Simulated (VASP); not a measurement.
Re:

```
Re
1.0
     2.76080    0.00000    0.00000
    -1.38040    2.39092    0.00000
     0.00000    0.00000    4.45820
Re
2
Direct
  0.33333 0.66667 0.25000
  0.66667 0.33333 0.75000
```

```yaml
Program: VASP 6.6.1
Task: relaxation of cell and atoms
Functional: PBE
Potentials_or_basis: VASP PAW PBE potentials, release 64 (Re)
Cutoff: 600 eV
k_mesh: 18 × 18 × 10
Occupations: gaussian, width 0.05 eV
Spin: no spin polarisation
```

At the start: pressure 5.7 GPa; volume 14.71 Å³/atom.

How do energy, volume and symmetry change on relaxing?

Over 9 steps the energy falls by 3.8 meV/atom and the volume is 14.93 Å³/atom (+1.5 %); space group P6_3/mmc (No. 194, to 0.1 Å) before and after.

The path:
| step | energy change (eV) | largest force (eV/Å) | pressure (GPa) | volume (Å³) |
| --- | --- | --- | --- | --- |
| 1 | 0.0000 | 0.0000 | 5.70 | 29.43 |
| 2 | 0.1123 | 0.0000 | -19.54 | 31.72 |
| 3 | -0.0076 | 0.0000 | -0.16 | 29.88 |
| 4 | -0.0076 | 0.0000 | -0.07 | 29.86 |
| 5 | -0.0076 | 0.0000 | 0.05 | 29.85 |
| 6 | -0.0076 | 0.0000 | 0.14 | 29.85 |
| 7 | -0.0076 | 0.0000 | 0.14 | 29.85 |
| 8 | -0.0076 | 0.0000 | 0.14 | 29.85 |
| 9 | -0.0076 | 0.0000 | -0.04 | 29.87 |

Final structure:
```xyz
2
Lattice="2.7736 0.0000 0.0000 -1.3868 2.4020 0.0000 0.0000 0.0000 4.4834" Properties=species:S:1:pos:R:3 pbc="T T T"
Re    0.0000    1.6013    1.1209
Re    1.3868    0.8007    3.3626
```
